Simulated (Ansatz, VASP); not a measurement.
Given: the input of a run of Ansatz 0.2.0 on BN.

input.yaml

```yaml
crystal:
  lattice:
    - [1.2511217832, 0.7223354983, 3.3729344033]
    - [-1.2511217832, 0.7223354983, 3.3729344033]
    - [0.0, -1.4446709966, 3.3729344033]
  atoms:
    - { symbol: "N", position: [0.6672382, 0.6672382, 0.6672382] }
    - { symbol: B, position: [0.0003288, 0.0003288, 0.0003288] }
kpoints:
  mp_grid: { grid: [12, 12, 12] }
scf:
  occupations: { method: fermi_dirac, width: 0.05 }
hamiltonian:
  xc: pbesol
  pseudopotentials: { kind: all_electron, lapw: { basis_error: 0.001 } }
output:
  forces: true
  stress: true
relax:
  f_tol: 0.005
  max_steps: 60
  cell: {}
```

Potentials or basis: all-electron LAPW, scalar-relativistic.

The run is started by

```sh
$ ansatz run input.yaml --threads 1 --pin off --max-ram 3072MiB --backend cpu --events-out ev --progress --plain --runs-dir out
```

Task: Translate it to VASP 6.6.1. Potentials there: VASP PAW PBE potentials, release 64 (N, B).

Result: As run (the cutoff follows the program's own potentials):

Contents of INCAR:

```
PREC = Accurate
ENCUT = 600
EDIFF = 1E-7
ISMEAR = -1
SIGMA = 0.05
LREAL = False
LASPH = True
NELM = 80
ALGO = Normal
ISIF = 3
LWAVE = False
LCHARG = False
GGA = PS
IBRION = 2
NSW = 80
EDIFFG = -0.005
```

Contents of KPOINTS:

```
regular mesh
0
Gamma
  12 12 12
```

File POSCAR:

```
BN
1.0
    1.2511217832      0.7223354983      3.3729344033
   -1.2511217832      0.7223354983      3.3729344033
    0.0000000000     -1.4446709966      3.3729344033
N B
1 1
Direct
    0.6672382000      0.6672382000      0.6672382000
    0.0003288000      0.0003288000      0.0003288000
```

Potentials or basis: VASP PAW PBE potentials, release 64 (N, B).

The run is started by

```sh
$ cat potpaw_PBE.64/N/POTCAR potpaw_PBE.64/B/POTCAR > POTCAR
$ mpirun -np 1 vasp_std > vasp.out
```

Both were run:

|  | VASP | Ansatz | Ansatz less VASP |
| --- | --- | --- | --- |
| relaxed volume (Å³/atom) | 9.30 | 9.48 | +0.176 |
| relaxed cell length with the largest relative difference (Å) | 3.718 | 3.779 | +0.0614 |

VASP's potentials were made for PBE, not for PBEsol. Ansatz ran all-electron here, and VASP with PAW potentials.
